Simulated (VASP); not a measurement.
# Al3Cu (P4/mmm) in VASP: a series of runs

Runs on Al3Cu. Level: r2SCAN. Tasks: relaxation of cell and atoms, single point.

Program: VASP 6.6.1. These are calculated values, not measurements. Logs are shortened: lines on timing, memory, paths and dates and some standing lists are left out, and cuts for length are marked.

### 1 The cell of the first run

The structure is tetragonal, space group P4/mmm (No. 123). Conventional cell: a = 2.673 Å, b = 2.673 Å, c = 7.297 Å, α = 90.00°, β = 90.00°, γ = 90.00°. Within 3.5 Å of Al (site symmetry 4/mmm) lie 12 Al at 2.67 to 2.76 Å. Al (site symmetry 4mm) has 4 Cu at 2.50 Å and 9 Al at 2.67 to 3.28 Å within 3.3 Å. Within 3.3 Å of Cu (site symmetry 4/mmm) lie 8 Al at 2.50 Å and 4 Cu at 2.67 Å.

### 2 Relaxation of cell and atoms, r2SCAN, target pressure 15 GPa, at which the enthalpy is minimised

File POSCAR:

```
Al3Cu
1.0
    2.6727782435      0.0000000000      0.0000000000
    0.0000000000      2.6727782435      0.0000000000
    0.0000000000      0.0000000000      7.2974892092
Al Cu
3 1
Direct
    0.0000000000      0.0000000000      0.5000000000
    0.5000000000      0.5000000000      0.2249703312
    0.5000000000      0.5000000000      0.7750296688
    0.0000000000      0.0000000000      0.0000000000
```

File INCAR.step1:

```
  PREC = Accurate
  ENCUT = 600
  ISMEAR = 0
  SIGMA = 0.1
  LREAL = F
  LASPH = T
  NELM = 80
  GGA = PE
  ALGO = Normal
  EDIFF = 1E-4
  LWAVE = T
  LCHARG = F
```

File INCAR.step2:

```
  PREC = Accurate
  ENCUT = 600
  EDIFF = 1E-6
  ISMEAR = 0
  SIGMA = 0.1
  LREAL = F
  LASPH = T
  NELM = 80
  ALGO = Normal
  ISIF = 3
  LWAVE = F
  LCHARG = F
  METAGGA = R2SCAN
  LMIXTAU = T
  IBRION = 2
  NSW = 70
  EDIFFG = -0.008
  PSTRESS = 150.0
  ISTART = 1
```

File KPOINTS:

```
regular mesh
0
Gamma
  16 16 6
```

Potentials or basis: VASP PAW PBE potentials, release 64 (Al, Cu).

Run with:

```bash
> cat potpaw_PBE.64/Al/POTCAR potpaw_PBE.64/Cu/POTCAR > POTCAR
> cp INCAR.step1 INCAR
> mpirun -np 1 vasp_std > vasp.out
> cp INCAR.step2 INCAR
> mpirun -np 1 vasp_std > vasp.out
```

OUTCAR:

```text
PREC = Accurate
   ENCUT = 600
   EDIFF = 1E-6
   ISMEAR = 0
   LREAL = F
   LASPH = T
   NELM = 80
   ISIF = 3
   METAGGA = R2SCAN
   IBRION = 2
   NSW = 70
   EDIFFG = -0.008
   PSTRESS = 150.0
   ISTART = 1

 ion  position               nearest neighbor table
   1  0.000  0.000  0.500-   2 2.76   3 2.76   2 2.76   3 2.76   2 2.76   3 2.76   2 2.76   3 2.76

   2  0.500  0.500  0.225-   4 2.50   4 2.50   4 2.50   4 2.50   1 2.76   1 2.76   1 2.76   1 2.76
                             3 3.28
   3  0.500  0.500  0.775-   4 2.50   4 2.50   4 2.50   4 2.50   1 2.76   1 2.76   1 2.76   1 2.76
                             2 3.28
   4  0.000  0.000  0.000-   2 2.50   3 2.50   2 2.50   3 2.50   2 2.50   3 2.50   2 2.50   3 2.50

  LATTYP: Found a simple tetragonal cell.
 ALAT       =     2.6727782435
 C/A-ratio  =     2.7303010367

  Lattice vectors:

 A1 = (   2.6727782435,   0.0000000000,   0.0000000000)
 A2 = (   0.0000000000,   2.6727782435,   0.0000000000)
 A3 = (   0.0000000000,   0.0000000000,   7.2974892092)

Analysis of symmetry for initial positions (statically):
=====================================================================
 Subroutine PRICEL returns:
 Original cell was already a primitive cell.

 Routine SETGRP: Setting up the symmetry group for a
 simple tetragonal supercell.

 Subroutine GETGRP returns: Found 16 space group operations
 (whereof 16 operations were pure point group operations)
 out of a pool of 16 trial point group operations.

The static configuration has the point symmetry D_4h.

Analysis of symmetry for dynamics (positions and initial velocities):
=====================================================================
 Subroutine PRICEL returns:
 Original cell was already a primitive cell.

 Routine SETGRP: Setting up the symmetry group for a
 simple tetragonal supercell.

 Subroutine GETGRP returns: Found 16 space group operations
 (whereof 16 operations were pure point group operations)
 out of a pool of 16 trial point group operations.

The dynamic configuration has the point symmetry D_4h.

 Subroutine INISYM returns: Found 16 space group operations
 (whereof 16 operations are pure point group operations),
 and found     1 'primitive' translations

----------------------------------------------------------------------------------------

                                     Primitive cell

  volume of cell :      52.1314
[... 112 lines left out ...]
     AMIX     =   0.40;   BMIX     =  1.00
     AMIX_MAG =   1.60;   BMIX_MAG =  1.00
  volume/ion in A,a.u.               =      13.03        87.95
  Fermi-wavevector in a.u.,A,eV,Ry     =   1.189556  2.247936 19.252850  1.415045
  Thomas-Fermi vector in A             =   2.325661
   LORBIT       =      0    0 simple, 1 ext, 2 COOP (PROOUT), +10 PAW based schemes
   METAGGA = R2SCAN    functional components
   LHFCALC =     F    Hartree Fock is set to
   AEXX    =    0.0000 exact exchange contribution
   IVDW    =     0    specifies the selected vdW correction
   LEPSILON=     F    determine dielectric tensor
   LRPA    =     F    only Hartree local field effects (RPA)
 conjugate gradient relaxation of ions
 non-spin polarized calculation
 Gauss-broadening in eV      SIGMA  =   0.10
  energy-cutoff  :      600.00
  volume of cell :       52.13
 maximum number of plane-waves:      1771
 NGX is ok and might be reduce to    24
   NGX = 11   NGY = 11   NGZ = 29

--------------------------------------- Ionic step        1  -------------------------------------------

 number of electron      19.9999996 magnetization

 Free energy of the ion-electron system (eV)
  ---------------------------------------------------
  ext. energy  EPLUGINS =         0.00000000
  ---------------------------------------------------
  free energy    TOTEN  =       -31.13866888 eV

  energy without entropy =      -31.13095241  energy(sigma->0) =      -31.13481064

------------------------ aborting loop because EDIFF is reached ----------------------------------------

  FORCE on cell =-STRESS in cart. coord.  units (eV):
  Direction    XX          YY          ZZ          XY          YZ          ZX
  --------------------------------------------------------------------------------------
  -------------------------------------------------------------------------------------
  Total        5.0475553      5.0475553      4.9614859      0.0000000      0.0000000      0.0000000
  in kB      155.1287714    155.1287714    152.4835615      0.0000000      0.0000000      0.0000000
  external PRESSURE =       4.2470348 kB  Pullay stress =     150.0000000 kB
[... 187 lines left out ...]
--------------------------------------- Ionic step        6  -------------------------------------------

 number of electron      19.9999994 magnetization

 Free energy of the ion-electron system (eV)
  ---------------------------------------------------
  ext. energy  EPLUGINS =         0.00000000
  ---------------------------------------------------
  free energy    TOTEN  =       -31.14816337 eV

  energy without entropy =      -31.13999020  energy(sigma->0) =      -31.14407678

 E-fermi :   9.8238     XC(G=0): -12.1969

 val. band max:        9.8108212191   @ k =   0.3750   0.3125   0.1667
 cond. band min:       9.8261065976   @ k =   0.3125   0.1875   0.1667
 fundamental gap:      0.0152853785
 Fermi energy:         9.8237720835

 k-point     1 :       0.0000    0.0000    0.0000
  band No.  band energies     occupation
      1      -2.9609      2.00000
      2      -0.2077      2.00000
      3       0.1653      2.00000
      4       4.6086      2.00000
      5       4.7069      2.00000
      6       5.7198      2.00000
      7       5.7198      2.00000
      8       6.1811      2.00000
      9       7.6953      2.00000
     10      10.5646      0.00000
     11      16.4772      0.00000
     12      17.5444      0.00000
     13      17.5444      0.00000
     14      18.2898      0.00000
[... 377 lines left out ...]
      1       2.4386      2.00000
      2       2.6975      2.00000
      3       3.5596      2.00000
      4       4.6781      2.00000
      5       4.7927      2.00000
      6       4.8077      2.00000
      7       5.8044      2.00000
      8       5.9506      2.00000
      9       6.1361      2.00000
     10       7.4661      2.00000
     11       7.9758      2.00000
     12      13.1260      0.00000
     13      14.5106      0.00000
     14      14.8130      0.00000

 [... further k-points ...]

------------------------ aborting loop because EDIFF is reached ----------------------------------------

  FORCE on cell =-STRESS in cart. coord.  units (eV):
  Direction    XX          YY          ZZ          XY          YZ          ZX
  --------------------------------------------------------------------------------------
  -------------------------------------------------------------------------------------
  Total        4.8603274      4.8603274      4.8799025      0.0000000      0.0000000      0.0000000
  in kB      149.1436764    149.1436764    149.7443544      0.0000000      0.0000000      0.0000000
  external PRESSURE =      -0.6560976 kB  Pullay stress =     150.0000000 kB
[... 23 lines left out ...]
  energy  without entropy=      -31.1399901951  energy(sigma->0) =      -31.14407678

  enthalpy is  TOTEN    =       -26.2599298655 eV   P V=        4.8882335059

 reached required accuracy - stopping structural energy minimisation
```

It took 54 min on 1 thread of Oxide Virtual Turin-like, shared host; peak memory 0.3 GiB.

Results:

```yaml
Free_energy: -31.1482 eV
Relaxed_volume: 13.05 Å³/atom
Relaxed_cell: a = 2.676 Å, b = 2.676 Å, c = 7.291 Å, α = 90.00°, β = 90.00°, γ = 90.00°
Space_group_after_relaxing_to_0.1_Å: P4/mmm (No. 123)
Energy_change_on_relaxing_the_run_minimises_the_enthalpy: -2.4 meV/atom
Ionic_steps: 6
Pressure_after_relaxing: 14.9 GPa
Largest_force_after_relaxing: 0.004 eV/Å
Band_gap_on_the_k_mesh: zero (bands 10 and 11 overlap by 6.71 eV)
```

Forces on the atoms (eV/Å):
```
Al   0.000  0.000  0.000
Al   0.000  0.000  0.004
Al   0.000  0.000 -0.004
Cu   0.000  0.000  0.000
```

The path:
| step | energy change (eV) | largest force (eV/Å) | pressure (GPa) | volume (Å³) |
| --- | --- | --- | --- | --- |
| 1 | 0.0000 | 0.1265 | 15.42 | 52.13 |
| 2 | -0.0256 | 0.0611 | 14.46 | 52.39 |
| 3 | -0.0245 | 0.0640 | 14.49 | 52.38 |
| 4 | -0.0113 | 0.0114 | 15.08 | 52.23 |
| 5 | -0.0107 | 0.0085 | 14.93 | 52.22 |
| 6 | -0.0095 | 0.0040 | 14.93 | 52.21 |

Final structure:
```cif
data_structure
_symmetry_space_group_name_H-M 'P 1'
_symmetry_Int_Tables_number 1
_cell_length_a 2.6760
_cell_length_b 2.6760
_cell_length_c 7.2912
_cell_angle_alpha 90.000
_cell_angle_beta 90.000
_cell_angle_gamma 90.000
_cell_volume 52.21
loop_
_atom_site_label
_atom_site_type_symbol
_atom_site_fract_x
_atom_site_fract_y
_atom_site_fract_z
_atom_site_occupancy
Al1 Al 0.00000 0.00000 0.50000 1
Al2 Al 0.50000 0.50000 0.22684 1
Al3 Al 0.50000 0.50000 0.77316 1
Cu1 Cu 0.00000 0.00000 0.00000 1
```

Caveat: the cell is relaxed towards a set pressure, so the run minimises the enthalpy, not the energy; the PAW data sets were made with another functional, which shifts forces and pressure a little.

### 3 Single point, r2SCAN (uniaxial strain along c: +3.0 %)

File POSCAR:

```
Al3Cu
1.0
    2.7529775074      0.0000000000      0.0000000000
    0.0000000000      2.7529775074      0.0000000000
    0.0000000000      0.0000000000      7.8196190067
Al Cu
3 1
Direct
    0.0000000000      0.0000000000      0.5000000000
    0.5000000000      0.5000000000      0.2236732573
    0.5000000000      0.5000000000      0.7763267427
    0.0000000000      0.0000000000      0.0000000000
```

File INCAR.step1:

```
PREC = Accurate
ENCUT = 520
ISMEAR = 0
SIGMA = 0.1
LREAL = F
LASPH = T
NELM = 60
NBANDS = 18
GGA = PE
ALGO = Normal
EDIFF = 1E-4
LWAVE = T
LCHARG = F
```

File INCAR.step2:

```
PREC = Accurate
ENCUT = 520
EDIFF = 1E-6
ISMEAR = 0
SIGMA = 0.1
LREAL = F
LASPH = T
NELM = 60
ALGO = Normal
ISIF = 2
LWAVE = F
LCHARG = F
METAGGA = R2SCAN
LMIXTAU = T
NBANDS = 18
ISTART = 1
```

File KPOINTS:

```
regular mesh
0
Gamma
  18 18 8
```

Potentials or basis: VASP PAW PBE potentials, release 64 (Al, Cu).

Run with:

```bash
> cat potpaw_PBE.64/Al/POTCAR potpaw_PBE.64/Cu/POTCAR > POTCAR
> cp INCAR.step1 INCAR
> mpirun -np 1 vasp_std > vasp.out
> cp INCAR.step2 INCAR
> mpirun -np 1 vasp_std > vasp.out
```

OUTCAR:

```text
PREC = Accurate
   ENCUT = 520
   EDIFF = 1E-6
   ISMEAR = 0
   LREAL = F
   LASPH = T
   NELM = 60
   ISIF = 2
   METAGGA = R2SCAN
   ISTART = 1

 ion  position               nearest neighbor table
   1  0.000  0.000  0.500-   2 2.91   3 2.91   2 2.91   3 2.91   2 2.91   3 2.91   2 2.91   3 2.91

   2  0.500  0.500  0.224-   4 2.62   4 2.62   4 2.62   4 2.62   1 2.91   1 2.91   1 2.91   1 2.91

   3  0.500  0.500  0.776-   4 2.62   4 2.62   4 2.62   4 2.62   1 2.91   1 2.91   1 2.91   1 2.91

   4  0.000  0.000  0.000-   2 2.62   3 2.62   2 2.62   3 2.62   2 2.62   3 2.62   2 2.62   3 2.62

  LATTYP: Found a simple tetragonal cell.
 ALAT       =     2.7529775074
 C/A-ratio  =     2.8404224102

  Lattice vectors:

 A1 = (   2.7529775074,   0.0000000000,   0.0000000000)
 A2 = (   0.0000000000,   2.7529775074,   0.0000000000)
 A3 = (   0.0000000000,   0.0000000000,   7.8196190067)

Analysis of symmetry for initial positions (statically):
=====================================================================
 Subroutine PRICEL returns:
 Original cell was already a primitive cell.

[... 176 lines left out ...]
 cond. band min:       8.3630045611   @ k =   0.5000   0.2778   0.3750
 fundamental gap:      0.0044445393
 Fermi energy:         8.3619580985

 k-point     1 :       0.0000    0.0000    0.0000
  band No.  band energies     occupation
      1      -3.4673      2.00000
      2      -1.1049      2.00000
      3      -0.6805      2.00000
      4       3.7010      2.00000
      5       3.7202      2.00000
      6       4.6735      2.00000
[... 481 lines left out ...]
      5       3.9687      2.00000
      6       4.1167      2.00000
[... 10 lines left out ...]
     17      17.0071      0.00000
     18      18.3220      0.00000

 [... further k-points ...]

------------------------ aborting loop because EDIFF is reached ----------------------------------------

  FORCE on cell =-STRESS in cart. coord.  units (eV):
  Direction    XX          YY          ZZ          XY          YZ          ZX
  --------------------------------------------------------------------------------------
  -------------------------------------------------------------------------------------
  Total        0.2176712      0.2176712     -2.2036672      0.0000000     -0.0000000      0.0000000
  in kB        5.8846488      5.8846488    -59.5752217      0.0000000     -0.0000000      0.0000000
  external PRESSURE =     -15.9353080 kB  Pullay stress =       0.0000000 kB

 VOLUME and BASIS-vectors are now :
 -----------------------------------------------------------------------------
  energy-cutoff  :      520.00
  volume of cell :       59.26
      direct lattice vectors                 reciprocal lattice vectors
     2.752977507  0.000000000  0.000000000     0.363243069  0.000000000  0.000000000
     0.000000000  2.752977507  0.000000000     0.000000000  0.363243069  0.000000000
     0.000000000  0.000000000  7.819619007     0.000000000  0.000000000  0.127883468

 POSITION                                       TOTAL-FORCE (eV/Angst)
 -----------------------------------------------------------------------------------
      0.00000      0.00000      3.90981         0.000000     -0.000000      0.000000
      1.37649      1.37649      1.74904         0.000000      0.000000      0.042017
      1.37649      1.37649      6.07058        -0.000000      0.000000     -0.042017
      0.00000      0.00000      0.00000         0.000000     -0.000000      0.000000
 -----------------------------------------------------------------------------------
    total drift:                               -0.000000     -0.000000     -0.000000

  FREE ENERGIE OF THE ION-ELECTRON SYSTEM (eV)
  ---------------------------------------------------
  free  energy   TOTEN  =       -31.3931235672 eV

  energy  without entropy=      -31.3878738776  energy(sigma->0) =      -31.39049872
```

Run time: 29 min. Hardware: 1 thread of Oxide Virtual Turin-like, shared host; peak memory 0.35 GiB.

What came out:

| Property | Result |
| --- | --- |
| Free energy | -31.3931 eV |
| Pressure | -1.6 GPa |
| Largest force | 0.042 eV/Å |
| Band gap on the k mesh | zero (bands 10 and 11 overlap by 5.64 eV) |

Forces in eV/Å, atoms in the order of the input:
```
Al   0.000  0.000  0.000
Al   0.000  0.000  0.042
Al   0.000  0.000 -0.042
Cu   0.000  0.000  0.000
```

Stress tensor (GPa, compression positive):
```
 0.59  0.00  0.00
 0.00  0.59  0.00
 0.00  0.00 -5.96
```

Caveat: the cell differs from its parent crystal (uniaxial strain along c: +3.0 %); the stress differs along the axes, from -6 to 1 GPa; the PAW data sets were made with another functional, which shifts forces and pressure a little.

### 4 Single point, r2SCAN (uniaxial strain along c: +3.0 %, then relaxed in part)

File POSCAR:

```
Al3Cu
1.0
    2.7607680446      0.0000000000      0.0000000000
    0.0000000000      2.7607680446      0.0000000000
    0.0000000000      0.0000000000      7.8196190067
Al Cu
3 1
Direct
    0.0000000000      0.0000000000      0.5000000000
    0.5000000000      0.5000000000      0.2237930120
    0.5000000000      0.5000000000      0.7762069880
    0.0000000000      0.0000000000      0.0000000000
```

File INCAR.step1:

```
SYSTEM = Al3Cu
PREC = Accurate ; ENCUT = 520
ISMEAR = 0 ; SIGMA = 0.1
LREAL = .FALSE. ; LASPH = .TRUE.
NELM = 100 ; NBANDS = 18
GGA = PE ; ALGO = Normal
EDIFF = 1E-4 ; LWAVE = .TRUE.
LCHARG = .FALSE.
```

File INCAR.step2:

```
SYSTEM = Al3Cu
PREC = Accurate ; ENCUT = 520
EDIFF = 1E-6 ; ISMEAR = 0
SIGMA = 0.1 ; LREAL = .FALSE.
LASPH = .TRUE. ; NELM = 100
ALGO = Normal ; ISIF = 2
LWAVE = .FALSE. ; LCHARG = .FALSE.
METAGGA = R2SCAN ; LMIXTAU = .TRUE.
NBANDS = 18 ; ISTART = 1
```

File KPOINTS:

```
Automatic mesh
0
G
  18 18 8
  0 0 0
```

Run with:

```bash
> cat potpaw_PBE.64/Al/POTCAR potpaw_PBE.64/Cu/POTCAR > POTCAR
> cp INCAR.step1 INCAR
> mpirun -np 1 vasp_std > vasp.out
> cp INCAR.step2 INCAR
> mpirun -np 1 vasp_std > vasp.out
```

Run time: 32 min. Hardware: 1 thread of Oxide Virtual Turin-like, shared host; peak memory 0.35 GiB.

Results (log left out):

```yaml
Free_energy: -31.3941 eV
Pressure: -2.2 GPa
Largest_force: 0.022 eV/Å
Band_gap_on_the_k_mesh: zero (bands 10 and 11 overlap by 5.68 eV)
```

Forces on the atoms (eV/Å):
```
Al   0.000  0.000  0.000
Al   0.000  0.000  0.022
Al   0.000  0.000 -0.022
Cu   0.000  0.000  0.000
```

Stress tensor (GPa, compression positive):
```
-0.16  0.00  0.00
 0.00 -0.16  0.00
 0.00  0.00 -6.18
```

Levels at points of the mesh, in eV from the Fermi level:
| k point | band 7 | band 8 | band 9 | band 10 | band 11 | band 12 | band 13 | band 14 |
| --- | --- | --- | --- | --- | --- | --- | --- | --- |
| (0.00, 0.00, 0.00) | -3.67 | -3.27 | -2.40 | 0.03 | 6.86 | 7.49 | 7.49 | 8.39 |
| (0.50, 0.00, 0.00) | -3.82 | -3.75 | -3.57 | -2.53 | -1.87 | 2.43 | 3.70 | 3.87 |
| (0.50, 0.50, 0.00) | -2.51 | -0.31 | -0.16 | 0.23 | 0.23 | 0.47 | 0.47 | 0.77 |
| (0.00, 0.00, 0.50) | -3.67 | -3.67 | -3.27 | 3.53 | 5.12 | 6.86 | 8.01 | 8.01 |
| (0.50, 0.00, 0.50) | -3.75 | -3.57 | -2.73 | -1.26 | -1.17 | 0.00 | 0.64 | 8.48 |
| (0.50, 0.50, 0.50) | -1.76 | -1.69 | -1.69 | -0.35 | -0.34 | 0.78 | 2.04 | 3.41 |

Caveat: the cell differs from its parent crystal (uniaxial strain along c: +3.0 %, then relaxed in part); the stress differs along the axes, from -6 to -0 GPa; the PAW data sets were made with another functional, which shifts forces and pressure a little.

### 5 The runs side by side

| task | cell | k mesh | cutoff (eV) | gap on the mesh (eV) | pressure (GPa) | largest force (eV/Å) |
| --- | --- | --- | --- | --- | --- | --- |
| relaxation of cell and atoms | relaxed to 15 GPa from a = 2.673, b = 2.673, c = 7.297 Å, 4 atoms, atomic positions A | 16 × 16 × 6 | 600 | none | 14.9 | - |
| single point | a = 2.753, b = 2.753, c = 7.820 Å, 4 atoms, atomic positions B | 18 × 18 × 8 | 520 | none | -1.6 | 0.04 |
| single point | a = 2.761, b = 2.761, c = 7.820 Å, 4 atoms, atomic positions C | 18 × 18 × 8 | 520 | none | -2.2 | 0.02 |

Alike in all rows: level r2SCAN; potentials or basis VASP PAW PBE potentials, release 64 (Al, Cu); no spin polarisation; smearing gaussian 0.1 eV.

Caveats: the PAW data sets were made with another functional, which shifts forces and pressure a little; the cell is relaxed towards a set pressure, so the run minimises the enthalpy, not the energy (at least some runs); the stress differs along the axes, from -6 to 1 GPa (at least some runs); the stress differs along the axes, from -6 to -0 GPa (at least some runs).

Total energies depend on the potentials used, so only differences within one code and one set of settings carry meaning.
